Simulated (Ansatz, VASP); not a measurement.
## N: VASP beside Ansatz

```
N
1.0
    12.00000    0.00000    0.00000
     0.00000   12.30000    0.00000
     0.00000    0.00000   12.60000
N
2
Direct
  0.50000 0.50000 0.45662
  0.50000 0.50000 0.54338
```

Alike in both runs: functional r2SCAN; k mesh 1 × 1 × 1; occupations fermi-dirac, width 0.01 eV; no spin polarisation.

Ansatz relaxed the structure, and its values are those at the end. VASP's run is a single point on that final structure, the one shown.

```csv
,VASP,Ansatz
version,VASP 6.6.1,Ansatz 0.2.0
potentials or method,"VASP PAW PBE potentials, release 64 (N), cutoff 520 eV","plane waves (500 eV) with PAW, scalar-relativistic"
valence electrons in the cell,10,10
```

```csv
,VASP,Ansatz,Ansatz less VASP
rms of the force components (eV/Å),1.332,0.006,-1.3265
```

VASP's potentials were made for PBE, not for r2SCAN. One of these differences is far larger than is usual between the two programs; its cause wasn't traced. With one functional, cell and mesh, what is left measures potentials, basis and numerics.

Noted on VASP's run: the standard files for N, O and F lose accuracy on very short bonds.
